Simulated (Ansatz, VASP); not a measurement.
# Two plane-wave programs on CaO

File POSCAR:

```
CaO
1.0
    0.0000000000      2.3974236343      2.3974236343
    2.3974236343      0.0000000000      2.3974236343
    2.3974236343      2.3974236343      0.0000000000
Ca O
1 1
Direct
    0.5041711443      0.4958288557      0.5041711443
    0.0000000000      0.0000000000      0.0000000000
```

File INCAR.step1:

```
SYSTEM = CaO
PREC = Accurate
ENCUT = 520
ISMEAR = 0
SIGMA = 0.05
LREAL = .False.
LASPH = .True.
NELM = 80
NBANDS = 15
GGA = PE
ALGO = Normal
EDIFF = 1E-4
LWAVE = .True.
LCHARG = .False.
```

File INCAR.step2:

```
SYSTEM = CaO
PREC = Accurate
ENCUT = 520
EDIFF = 1E-7
ISMEAR = 0
SIGMA = 0.05
LREAL = .False.
LASPH = .True.
NELM = 80
ALGO = Normal
ISIF = 2
LWAVE = .False.
LCHARG = .False.
METAGGA = R2SCAN
LMIXTAU = .True.
NBANDS = 15
ISTART = 1
```

KPOINTS

```
regular mesh
0
Gamma
  8 8 8
  0 0 0
```

Input for Ansatz:

```yaml
crystal:
  lattice:
    - [0.0, 2.3974236343, 2.3974236343]
    - [2.3974236343, 0.0, 2.3974236343]
    - [2.3974236343, 2.3974236343, 0.0]
  atoms:
    - { symbol: Ca, position: [0.5041711443, 0.4958288557, 0.5041711443] }
    - { symbol: O, position: [0.0, 0.0, 0.0] }
basis:
  ecutwfc: 500
  ecutrho_ratio: 4
kpoints:
  mp_grid: { grid: [8, 8, 8] }
hamiltonian:
  xc: r2scan
scf:
  occupations: { method: gaussian, width: 0.05 }
output:
  forces: true
  stress: true
  eigenvalues: true
  write_density: true
  write_potential: true
  elf: true
  volumetric_format: npy
```

Alike in both runs: task single point; functional r2SCAN; k mesh 8 × 8 × 8; occupations gaussian, width 0.05 eV; no spin polarisation.

```csv
,VASP,Ansatz
version,VASP 6.6.1,Ansatz 0.2.0
potentials or method,"VASP PAW PBE potentials, release 64 (Ca_sv, O), cutoff 520 eV","scalar-relativistic, plane waves, PAW"
valence electrons in the cell,16,16
```

|  | VASP | Ansatz | Ansatz less VASP |
| --- | --- | --- | --- |
| gap on the k mesh at the Fermi level (eV) | 4.19 | 4.20 | +0.012 |
| least direct gap on the mesh (eV) | 4.56 | 4.57 | +0.015 |
| pressure (GPa) | 1.1 | 0.0 | -1.08 |
| rms of the force components (eV/Å) | 0.043 | 0.039 | -0.0039 |

VASP's potentials were made for PBE, not for r2SCAN. Atom by atom the forces differ by 0.004 eV/Å (rms over components).
